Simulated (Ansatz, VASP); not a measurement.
One calculation of Rh, two programs

```
Rh
1.0
     2.73098    0.00000    0.00000
    -1.36549    2.36510    0.00000
     0.00000    0.00000    4.42849
Rh
2
Direct
  0.66667 0.33333 0.75000
  0.33333 0.66667 0.25000
```

Alike in both runs: task relaxation of cell and atoms; functional PBEsol; dispersion D3(BJ); k mesh 14 × 14 × 8; no spin polarisation.

|  | VASP | Ansatz |
| --- | --- | --- |
| version | VASP 6.6.1 | Ansatz 0.2.0 |
| potentials or method | VASP PAW PBE potentials, release 64 (Rh_pv), cutoff 600 eV | plane waves, PAW |
| occupations | methfessel-paxton of order 1, width 0.1 eV | cold |
| valence electrons in the cell | 30 | 34 |

```csv
,VASP,Ansatz,Ansatz less VASP
relaxed volume (Å³/atom),13.21,13.22,+0.005
relaxed cell length with the largest relative difference (Å),4.309,4.306,-0.0034
```

VASP's potentials were made for PBE, not for PBEsol. VASP's potentials hold 30 valence electrons a cell and Ansatz's 34, so a difference there can come from the potentials and not from the codes. Ansatz's warnings: structure snapped to symmetry.
